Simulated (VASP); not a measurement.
# Al2O3 (P-3m1) in VASP: notebook, part 2 of 2

VASP 6.6.1.

### 3 Single point, PBEsol (strain -0.040 along x and y, +0.000 along z)

The input, INCAR:

```
SYSTEM = Al2O3
PREC     = Accurate       ! precision mode
ENCUT    = 520            ! plane-wave cutoff, eV
EDIFF    = 1E-6           ! SCF threshold, eV
ISMEAR   = 0              ! smearing method
SIGMA    = 0.05           ! smearing width, eV
LREAL    = .FALSE.        ! projectors in reciprocal space
LASPH    = .TRUE.         ! aspherical terms in the spheres
NELM     = 80             ! most SCF steps
ALGO     = Normal         ! electronic algorithm
ISIF     = 2              ! what is computed and relaxed
LWAVE    = .FALSE.        ! write WAVECAR
LCHARG   = .FALSE.        ! write CHGCAR
GGA      = PS             ! functional
NBANDS   = 20             ! bands
```

The input, KPOINTS:

```
Automatic mesh
0
G
  12 12 4
  0 0 0
```

The input, POSCAR:

```
Al2O3
1.0
    2.8967832423      0.0000000000      0.0000000000
   -1.4483916211      2.5086878770      0.0000000000
    0.0000000000      0.0000000000      7.5746360022
Al O
2 3
Direct
    0.0000000000      0.0000000000      0.2779510000
    0.0000000000      0.0000000000      0.7220490000
    0.3333333333      0.6666666667      0.1994540000
    0.6666666667      0.3333333333      0.8005460000
    0.0000000000      0.0000000000      0.5000000000
```

Potentials or basis: VASP PAW PBE potentials, release 64 (Al, O).

Run with:

```console
cat potpaw_PBE.64/Al/POTCAR potpaw_PBE.64/O/POTCAR > POTCAR
mpirun -np 1 vasp_std > vasp.out
```

OUTCAR:

```text
SYSTEM = Al2O3
   PREC = Accurate
   ENCUT = 520
   EDIFF = 1E-6
   ISMEAR = 0
   LREAL = .FALSE.
   LASPH = .TRUE.
   NELM = 80
   ISIF = 2
   GGA = PS

 ion  position               nearest neighbor table
   1  0.000  0.000  0.278-   5 1.68   3 1.78   3 1.78   3 1.78   2 3.36
   2  0.000  0.000  0.722-   5 1.68   4 1.78   4 1.78   4 1.78   1 3.36
   3  0.333  0.667  0.199-   1 1.78   1 1.78   1 1.78
   4  0.667  0.333  0.801-   2 1.78   2 1.78   2 1.78
   5  0.000  0.000  0.500-   1 1.68   2 1.68

  LATTYP: Found a hexagonal cell.
 ALAT       =     2.8967832423
 C/A-ratio  =     2.6148439040

  Lattice vectors:

 A1 = (   2.8967832423,   0.0000000000,   0.0000000000)
 A2 = (  -1.4483916211,   2.5086878770,   0.0000000000)
 A3 = (   0.0000000000,   0.0000000000,   7.5746360022)

Analysis of symmetry for initial positions (statically):
=====================================================================
 Subroutine PRICEL returns:
 Original cell was already a primitive cell.

 Routine SETGRP: Setting up the symmetry group for a
 hexagonal supercell.

 Subroutine GETGRP returns: Found 12 space group operations
[... 167 lines left out ...]
  ---------------------------------------------------
  free energy    TOTEN  =       -37.56267885 eV

  energy without entropy =      -37.56267885  energy(sigma->0) =      -37.56267885

 E-fermi :   5.2106     XC(G=0): -10.2942

 val. band max:        4.8893426343   @ k =   0.0000   0.0000   0.0000
 cond. band min:       7.2221146972   @ k =   0.0000   0.0000   0.0000
 fundamental gap:      2.3327720629
 Fermi energy:         5.2105814047

 k-point     1 :       0.0000    0.0000    0.0000
  band No.  band energies     occupation
      1     -15.7812      2.00000
      2     -15.6001      2.00000
      3     -12.3467      2.00000
      4      -1.7241      2.00000
      5      -0.6330      2.00000
      6       0.4552      2.00000
[... 541 lines left out ...]
     19      17.3637      0.00000
     20      18.0503      0.00000

 [... further k-points ...]
[... 5 lines left out ...]
  --------------------------------------------------------------------------------------
  -------------------------------------------------------------------------------------
  Total        5.6322472      5.6322472     -0.2576222      0.0000000      0.0000000     -0.0000000
  in kB      163.9335682    163.9335682     -7.4984161      0.0000000      0.0000000     -0.0000000
  external PRESSURE =     106.7895734 kB  Pullay stress =       0.0000000 kB

 VOLUME and BASIS-vectors are now :
 -----------------------------------------------------------------------------
  energy-cutoff  :      520.00
  volume of cell :       55.05
      direct lattice vectors                 reciprocal lattice vectors
     2.896783242  0.000000000  0.000000000     0.345210503  0.199307377  0.000000000
    -1.448391621  2.508687877  0.000000000     0.000000000  0.398614754  0.000000000
     0.000000000  0.000000000  7.574636002     0.000000000  0.000000000  0.132019545

 POSITION                                       TOTAL-FORCE (eV/Angst)
 -----------------------------------------------------------------------------------
      0.00000      0.00000      2.10538         0.000000     -0.000000      0.960121
      0.00000      0.00000      5.46926        -0.000000      0.000000     -0.960121
     -0.00000      1.67246      1.51079         0.000000     -0.000000     -0.600157
      1.44839      0.83623      6.06384        -0.000000      0.000000      0.600157
      0.00000      0.00000      3.78732         0.000000      0.000000     -0.000000
 -----------------------------------------------------------------------------------
    total drift:                                0.000000      0.000000      0.000000

  FREE ENERGIE OF THE ION-ELECTRON SYSTEM (eV)
  ---------------------------------------------------
  free  energy   TOTEN  =       -37.5626788455 eV

  energy  without entropy=      -37.5626788455  energy(sigma->0) =      -37.56267885
```

OSZICAR:

```text
N       E                     dE             d eps       ncg     rms          rms(c)
DAV:   1     0.100214088951E+03    0.10021E+03   -0.12667E+04  2760   0.110E+03
DAV:   2    -0.362811957260E+02   -0.13650E+03   -0.13223E+03  3292   0.243E+02
DAV:   3    -0.427166697614E+02   -0.64355E+01   -0.64159E+01  3576   0.550E+01
DAV:   4    -0.427638588560E+02   -0.47189E-01   -0.47179E-01  3428   0.519E+00
DAV:   5    -0.427644467838E+02   -0.58793E-03   -0.58792E-03  3544   0.560E-01    0.134E+01
DAV:   6    -0.377604237669E+02    0.50040E+01   -0.16207E+01  3112   0.271E+01    0.521E+00
DAV:   7    -0.376445595627E+02    0.11586E+00   -0.44831E-01  3388   0.479E+00    0.267E+00
DAV:   8    -0.375691301116E+02    0.75429E-01   -0.90779E-02  3520   0.284E+00    0.777E-01
DAV:   9    -0.375614914481E+02    0.76387E-02   -0.36108E-02  3812   0.164E+00    0.264E-01
DAV:  10    -0.375624301355E+02   -0.93869E-03   -0.38832E-03  3144   0.439E-01    0.148E-01
DAV:  11    -0.375626865788E+02   -0.25644E-03   -0.10701E-03  3180   0.209E-01    0.335E-02
DAV:  12    -0.375626745987E+02    0.11980E-04   -0.12368E-04  3748   0.870E-02    0.123E-02
DAV:  13    -0.375626783849E+02   -0.37862E-05   -0.23390E-05  3172   0.384E-02    0.830E-03
DAV:  14    -0.375626788455E+02   -0.46063E-06   -0.23186E-06  3444   0.118E-02
   1 F= -.37562679E+02 E0= -.37562679E+02  d E =-.452842E-21
```

It took 24 s on 1 thread of Intel Xeon 6975P-C (Granite Rapids), shared host; peak memory 0.2 GiB.

What came out:

| Property | Result |
| --- | --- |
| Free energy | -37.5627 eV |
| Pressure | 10.7 GPa |
| Largest force | 0.960 eV/Å |
| Band gap on the k mesh | 2.33 eV, direct |

Forces in eV/Å, atoms in the order of the input:
```
Al   0.000  0.000  0.960
Al   0.000  0.000 -0.960
O    0.000  0.000 -0.600
O    0.000  0.000  0.600
O    0.000  0.000  0.000
```

Caveat: the cell differs from its parent crystal (strain -0.040 along x and y, +0.000 along z); the PAW data sets were made with another functional, which shifts forces and pressure a little.

### 4 Single point, PBEsol (strain -0.040 along x and y, +0.040 along z)

The input, INCAR:

```
SYSTEM = Al2O3
PREC = Accurate
ENCUT = 520
EDIFF = 1E-7
ISMEAR = 0
SIGMA = 0.05
LREAL = .False.
LASPH = .True.
NELM = 60
ALGO = Normal
ISIF = 2
LWAVE = .False.
LCHARG = .True.
GGA = PS
LELF = .True.
LVHAR = .True.
NBANDS = 20
```

The input, KPOINTS:

```
Automatic mesh
0
Gamma
  12 12 4
  0 0 0
```

Edit POSCAR of step 3 so:

```diff
@@ -4,3 +4,3 @@
    -1.4483916211      2.5086878770      0.0000000000
-    0.0000000000      0.0000000000      7.5746360022
+    0.0000000000      0.0000000000      7.8776214423
 Al O
```

Run with:

```console
cat potpaw_PBE.64/Al/POTCAR potpaw_PBE.64/O/POTCAR > POTCAR
mpirun -np 1 vasp_std > vasp.out
```

It took 30 s on 1 thread of Intel Xeon 6975P-C (Granite Rapids), shared host; peak memory 0.2 GiB.

Results (log left out):

| Quantity | Value |
| --- | --- |
| Free energy | -37.4142 eV |
| Pressure | 3.0 GPa |
| Largest force | 2.422 eV/Å |
| Band gap on the k mesh | 1.61 eV, direct |

Forces in eV/Å, atoms in the order of the input:
```
Al   0.000  0.000  2.422
Al   0.000  0.000 -2.422
O    0.000  0.000 -0.249
O    0.000  0.000  0.249
O    0.000  0.000  0.000
```

Stress tensor (GPa, compression positive):
```
 14.64   0.00   0.00
  0.00  14.64   0.00
  0.00   0.00 -20.15
```

Levels at points of the mesh, in eV from the valence-band top:
```
           k point  band 10  band 11  band 12  band 13  band 14  band 15
(0.00, 0.00, 0.00)    -3.50     0.00     0.00     1.61     3.74     6.41
(0.50, 0.00, 0.00)    -4.14    -2.71    -0.62     3.46     5.15     7.75
(0.00, 0.00, 0.50)    -4.06     0.00     0.00     2.54     2.73     7.38
(0.50, 0.00, 0.50)    -4.09    -2.68    -0.62     3.82     4.67     7.28
```

Caveat: the cell differs from its parent crystal (strain -0.040 along x and y, +0.040 along z); the PAW data sets were made with another functional, which shifts forces and pressure a little.

### 5 Single point, PBEsol (strain +0.000 along x and y, -0.040 along z)

The input, INCAR:

```
PREC     = Accurate       # precision mode
ENCUT    = 520            # plane-wave cutoff, eV
EDIFF    = 1E-7           # SCF threshold, eV
ISMEAR   = 0              # smearing method
SIGMA    = 0.05           # smearing width, eV
LREAL    = F              # projectors in reciprocal space
LASPH    = T              # aspherical terms in the spheres
NELM     = 60             # most SCF steps
ALGO     = Normal         # electronic algorithm
ISIF     = 2              # what is computed and relaxed
LWAVE    = F              # write WAVECAR
LCHARG   = F              # write CHGCAR
GGA      = PS             # functional
NBANDS   = 20             # bands
```

The input, KPOINTS:

```
Automatic mesh
0
Gamma
  12 12 4
```

Edit POSCAR of step 4 so:

```diff
@@ -2,5 +2,5 @@
 1.0
-    2.8967832423      0.0000000000      0.0000000000
-   -1.4483916211      2.5086878770      0.0000000000
-    0.0000000000      0.0000000000      7.8776214423
+    3.0174825440      0.0000000000      0.0000000000
+   -1.5087412720      2.6132165386      0.0000000000
+    0.0000000000      0.0000000000      7.2716505621
 Al O
```

Potentials or basis: VASP PAW PBE potentials, release 64 (Al, O).

Run with:

```console
cat potpaw_PBE.64/Al/POTCAR potpaw_PBE.64/O/POTCAR > POTCAR
mpirun -np 1 vasp_std > vasp.out
```

OUTCAR:

```text
PREC = Accurate
   ENCUT = 520
   EDIFF = 1E-7
   ISMEAR = 0
   LREAL = F
   LASPH = T
   NELM = 60
   ISIF = 2
   GGA = PS

 ion  position               nearest neighbor table
   1  0.000  0.000  0.278-   5 1.61   3 1.83   3 1.83   3 1.83   2 3.23
   2  0.000  0.000  0.722-   5 1.61   4 1.83   4 1.83   4 1.83   1 3.23
   3  0.333  0.667  0.199-   1 1.83   1 1.83   1 1.83
   4  0.667  0.333  0.801-   2 1.83   2 1.83   2 1.83
   5  0.000  0.000  0.500-   1 1.61   2 1.61

  LATTYP: Found a hexagonal cell.
[... 748 lines left out ...]

 [... further k-points ...]
[... 5 lines left out ...]
  --------------------------------------------------------------------------------------
  -------------------------------------------------------------------------------------
  Total       -1.1439419     -1.1439419      7.8721198      0.0000000     -0.0000000      0.0000000
  in kB      -31.9640202    -31.9640202    219.9627343      0.0000000     -0.0000000      0.0000000
  external PRESSURE =      52.0115646 kB  Pullay stress =       0.0000000 kB

 VOLUME and BASIS-vectors are now :
 -----------------------------------------------------------------------------
  energy-cutoff  :      520.00
  volume of cell :       57.34
      direct lattice vectors                 reciprocal lattice vectors
     3.017482544  0.000000000  0.000000000     0.331402083  0.191335082  0.000000000
    -1.508741272  2.613216539  0.000000000     0.000000000  0.382670163  0.000000000
     0.000000000  0.000000000  7.271650562     0.000000000  0.000000000  0.137520360

 POSITION                                       TOTAL-FORCE (eV/Angst)
 -----------------------------------------------------------------------------------
      0.00000      0.00000      2.02116         0.000000      0.000000     -2.135349
      0.00000      0.00000      5.25049        -0.000000     -0.000000      2.135349
     -0.00000      1.74214      1.45036         0.000000     -0.000000     -0.134258
      1.50874      0.87107      5.82129         0.000000      0.000000      0.134258
      0.00000      0.00000      3.63583        -0.000000      0.000000      0.000000
 -----------------------------------------------------------------------------------
    total drift:                                0.000000      0.000000     -0.000000

  FREE ENERGIE OF THE ION-ELECTRON SYSTEM (eV)
  ---------------------------------------------------
  free  energy   TOTEN  =       -37.5908743119 eV

  energy  without entropy=      -37.5908743119  energy(sigma->0) =      -37.59087431
```

OSZICAR:

```text
N       E                     dE             d eps       ncg     rms          rms(c)
DAV:   1     0.100725058866E+03    0.10073E+03   -0.12591E+04  2776   0.110E+03
DAV:   2    -0.363370986150E+02   -0.13706E+03   -0.13114E+03  3372   0.239E+02
DAV:   3    -0.429321817145E+02   -0.65951E+01   -0.65760E+01  3548   0.551E+01
DAV:   4    -0.429786573101E+02   -0.46476E-01   -0.46466E-01  3536   0.512E+00
DAV:   5    -0.429791981407E+02   -0.54083E-03   -0.54082E-03  3472   0.533E-01    0.136E+01
DAV:   6    -0.377777535450E+02    0.52014E+01   -0.16394E+01  3132   0.281E+01    0.552E+00
DAV:   7    -0.376679061519E+02    0.10985E+00   -0.56130E-01  3420   0.554E+00    0.270E+00
DAV:   8    -0.376008280172E+02    0.67078E-01   -0.78663E-02  3532   0.245E+00    0.988E-01
DAV:   9    -0.375896784718E+02    0.11150E-01   -0.31527E-02  3788   0.174E+00    0.234E-01
DAV:  10    -0.375907087403E+02   -0.10303E-02   -0.57101E-03  3244   0.568E-01    0.179E-01
DAV:  11    -0.375908749966E+02   -0.16626E-03   -0.64193E-04  3232   0.172E-01    0.277E-02
DAV:  12    -0.375908715743E+02    0.34223E-05   -0.68356E-05  3712   0.792E-02    0.954E-03
DAV:  13    -0.375908740697E+02   -0.24954E-05   -0.19885E-05  3264   0.341E-02    0.620E-03
DAV:  14    -0.375908743570E+02   -0.28733E-06   -0.17528E-06  3460   0.107E-02    0.141E-03
DAV:  15    -0.375908743119E+02    0.45046E-07   -0.17373E-07  2964   0.326E-03
   1 F= -.37590874E+02 E0= -.37590874E+02  d E =-.261711E-16
```

It took 28 s on 1 thread of Intel Xeon 6975P-C (Granite Rapids), shared host; peak memory 0.2 GiB.

Results:

| Item | Value |
| --- | --- |
| Free energy | -37.5909 eV |
| Pressure | 5.2 GPa |
| Largest force | 2.135 eV/Å |
| Band gap on the k mesh | 2.89 eV, direct |

Forces in eV/Å, atoms in the order of the input:
```
Al   0.000  0.000 -2.135
Al   0.000  0.000  2.135
O    0.000  0.000 -0.134
O    0.000  0.000  0.134
O    0.000  0.000  0.000
```

Caveat: the cell differs from its parent crystal (strain +0.000 along x and y, -0.040 along z); the PAW data sets were made with another functional, which shifts forces and pressure a little. A k mesh can miss the band edges.

### 6 The runs side by side

| cell | gap on the mesh (eV) | pressure (GPa) | largest force (eV/Å) |
| --- | --- | --- | --- |
| a = 3.017, b = 3.017, c = 6.969 Å, angles 90.0, 90.0, 120.0°, 5 atoms | 3.60 | 17.3 | 5.35 |
| a = 2.897, b = 2.897, c = 7.575 Å, angles 90.0, 90.0, 120.0°, 5 atoms | 2.33 | 10.7 | 0.96 |
| a = 2.897, b = 2.897, c = 7.878 Å, angles 90.0, 90.0, 120.0°, 5 atoms | 1.61 | 3.0 | 2.42 |
| a = 3.017, b = 3.017, c = 7.272 Å, angles 90.0, 90.0, 120.0°, 5 atoms | 2.89 | 5.2 | 2.14 |

Alike in all rows: task single point; level PBEsol; potentials or basis VASP PAW PBE potentials, release 64 (Al, O); no spin polarisation; k mesh 12 × 12 × 4; cutoff (eV) 520; smearing gaussian 0.05 eV.

Caveats: the PAW data sets were made with another functional, which shifts forces and pressure a little.

Total energies depend on the potentials used, so only differences within one code and one set of settings carry meaning.
